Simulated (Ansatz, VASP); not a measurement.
# Cs3Al: VASP beside Ansatz

```
Cs Al
1.0
     6.41394    0.00000    0.00000
     0.00000    6.41394    0.00000
     0.00000    0.00000    6.41394
Cs Al
3 1
Direct
  0.00000 0.50000 0.50000
  0.50000 0.00000 0.50000
  0.50000 0.50000 0.00000
  0.00000 0.00000 0.00000
```

Alike in both runs: functional PBE; k mesh 8 × 8 × 8; occupations gaussian, width 0.1 eV; no spin polarisation.

Ansatz relaxed the structure, and its values are those at the end. VASP's run is a single point on that final structure, the one shown.

|  | VASP | Ansatz |
| --- | --- | --- |
| version | VASP 6.6.1 | Ansatz 0.2.0 |
| potentials or method | VASP PAW PBE potentials, release 64 (Cs_sv, Al), cutoff 520 eV | scalar-relativistic, plane waves, PAW |
| valence electrons in the cell | 30 | 30 |

|  | VASP | Ansatz | Ansatz less VASP |
| --- | --- | --- | --- |
| gap on the k mesh at the Fermi level (eV) | none | none | - |
| pressure (GPa) | 0.0 | 0.0 | 0.00 |

A gap of «none» marks a metal or a gap that the smearing closes.

Spin-orbit coupling is off throughout.
